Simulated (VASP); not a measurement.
Wanted: the native input for a VASP 6.6.1 run.

```yaml
Task: single point
Functional: PBE
Potentials_or_basis: VASP PAW PBE potentials, release 64 (Au)
Cutoff: 520 eV
k_mesh: 3 × 3 × 3
Occupations: gaussian, width 0.1 eV
Spin: no spin polarisation
Dipole_correction: no
Further_INCAR_settings: ALGO = Normal; EDIFF = 1e-06; NBANDS = 78
```

The structure of Au lies in POSCAR:

```
Au
1.0
    3.3977989482      1.9617201374      5.7946136720
   -3.3977989482      1.9617201374      5.7946136720
    0.0000000000     -3.9234402747      5.7946136720
Au
12
Direct
    0.0101900000      0.6536100000      0.0101900000
    0.0101900000      0.0101900000      0.6536100000
    0.6536100000      0.0101900000      0.0101900000
    0.9898100000      0.3463900000      0.9898100000
    0.3463900000      0.9898100000      0.9898100000
    0.9898100000      0.9898100000      0.3463900000
    0.2211800000      0.6306000000      0.2211800000
    0.2211800000      0.2211800000      0.6306000000
    0.6306000000      0.2211800000      0.2211800000
    0.7788200000      0.3694000000      0.7788200000
    0.3694000000      0.7788200000      0.7788200000
    0.7788200000      0.7788200000      0.3694000000
```

These files were run (other wordings do the same):

INCAR

```
ALGO = Normal ; EDIFF = 1E-6
ENCUT = 520 ; GGA = PE
ISIF = 2 ; ISMEAR = 0
LASPH = True ; LCHARG = False
LREAL = False ; LWAVE = False
NBANDS = 78 ; NELM = 100
PREC = Accurate ; SIGMA = 0.1
```

KPOINTS

```
k-points
0
Gamma
  3 3 3
```

Potentials or basis: VASP PAW PBE potentials, release 64 (Au).

Run with:

```sh
$ cat potpaw_PBE.64/Au/POTCAR > POTCAR
$ mpirun -np 1 vasp_std > vasp.out
```

Results of the run:

```yaml
Pressure: 62.5 GPa
Largest_force: 7.451 eV/Å
Band_gap_on_the_k_mesh: zero (band 66 reaches 8.35 eV, above the bottom of band 67 at 7.19 eV)
```

Caveat: the k points lie up to 0.38 Å⁻¹ apart; spin-orbit coupling is left out, which moves the levels of the heavy elements; forces of over 1 eV/Å act on the atoms, so gaps and moduli don't describe the material at rest.

Wall time 2.8 min on 1 thread of Intel(R) Xeon(R) Platinum 8375C CPU @ 2.90GHz (Ice Lake), with other jobs on the host, peak memory 0.41 GiB.
